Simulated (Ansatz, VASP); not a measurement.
# InSe2: VASP beside Ansatz

```
In Se
1.0
     4.04564    0.00000    0.00000
     0.00000    4.04564    0.00000
     0.00000    0.00000    8.62743
In Se
2 4
Direct
  0.00000 0.50000 0.71135
  0.50000 0.00000 0.28865
  0.00000 0.50000 0.37619
  0.50000 0.00000 0.62381
  0.00000 0.00000 0.00000
  0.50000 0.50000 0.00000
```

Alike in both runs: functional PBE; k mesh 2 × 2 × 1; occupations gaussian, width 0.1 eV; no spin polarisation.

Ansatz relaxed the structure, and its values are those at the end. VASP's run is a single point on that final structure, the one shown.

```csv
,VASP,Ansatz
version,VASP 6.6.1,Ansatz 0.2.0
potentials or method,"VASP PAW PBE potentials, release 64 (In_d, Se), cutoff 520 eV","scalar-relativistic, plane waves, PAW"
valence electrons in the cell,50,90
```

|  | VASP | Ansatz | Ansatz less VASP |
| --- | --- | --- | --- |
| gap on the k mesh at the Fermi level (eV) | none | none | - |
| pressure (GPa) | 0.0 | 0.0 | -0.03 |

A gap of «none» marks a metal or a gap that the smearing closes. The functional is the same, so the differences come from potentials, cutoffs and numerics. VASP's potentials hold 50 valence electrons a cell and Ansatz's 90, so a difference there can come from the potentials and not from the codes.

The k mesh is coarse, so the values compare programs but aren't converged.
